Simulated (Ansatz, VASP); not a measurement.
## AlP: VASP beside Ansatz

File INCAR:

```
SYSTEM = AlP
PREC     = Accurate       ! precision mode
ENCUT    = 500            ! plane-wave cutoff, eV
EDIFF    = 1E-7           ! SCF threshold, eV
ISMEAR   = 0              ! smearing method
SIGMA    = 0.02           ! smearing width, eV
LREAL    = .False.        ! projectors in reciprocal space
LASPH    = .True.         ! aspherical terms in the spheres
NELM     = 120            ! most SCF steps
ALGO     = Normal         ! electronic algorithm
ISIF     = 3              ! what is computed and relaxed
LWAVE    = .False.        ! write WAVECAR
LCHARG   = .False.        ! write CHGCAR
GGA      = PE             ! functional
IBRION   = 2              ! ionic algorithm
NSW      = 100            ! ionic steps
EDIFFG   = -0.005         ! ionic threshold
GGA_COMPAT= .False.      
NELMIN   = 4
```

The input KPOINTS:

```
Automatic mesh
0
Gamma
  8 8 8
  0 0 0
```

POSCAR

```
AlP
1.0
    0.0000000000      2.7364837130      2.7364837130
    2.7364837130      0.0000000000      2.7364837130
    2.7364837130      2.7364837130      0.0000000000
Al P
1 1
Direct
    0.0000000000      0.0000000000      0.0000000000
    0.7500000000      0.7500000000      0.7500000000
```

Input for Ansatz:

```yaml
crystal:
  lattice:
    - [0.0, 2.736483713, 2.736483713]
    - [2.736483713, 0.0, 2.736483713]
    - [2.736483713, 2.736483713, 0.0]
  atoms:
    - { symbol: Al, position: [0.0, 0.0, 0.0] }
    - { symbol: P, position: [0.75, 0.75, 0.75] }
basis:
  ecutwfc: 420
kpoints:
  mp_grid: { grid: [8, 8, 8] }
hamiltonian:
  xc: pbe
scf:
  occupations: { method: gaussian, width: 0.02 }
output:
  forces: true
  stress: true
  eigenvalues: true
relax:
  adjacent_minimum: "off"
  f_tol: 0.005
  max_steps: 80
  cell: { stress_tol: 0.05 }
```

Alike in both runs: task relaxation of cell and atoms; functional PBE; k mesh 8 × 8 × 8; occupations gaussian, width 0.02 eV; no spin polarisation.

|  | VASP | Ansatz |
| --- | --- | --- |
| version | VASP 6.6.1 | Ansatz 0.2.0 |
| potentials or method | VASP PAW PBE potentials, release 64 (Al, P), cutoff 500 eV | scalar-relativistic, plane waves, PAW |
| valence electrons in the cell | 8 | 8 |

Ansatz gave:

```
gap on the k mesh at the Fermi level, each at its own relaxed structure (eV) : 1.63
relaxed volume (Å³/atom)                                                     : 20.88
relaxed cell length with the largest relative difference (Å)                 : 3.894
```

Problem. Estimate VASP's values.

Solution. gap on the k mesh at the Fermi level, each at its own relaxed structure (eV): 1.63; relaxed volume (Å³/atom): 20.86; relaxed cell length with the largest relative difference (Å): 3.893.
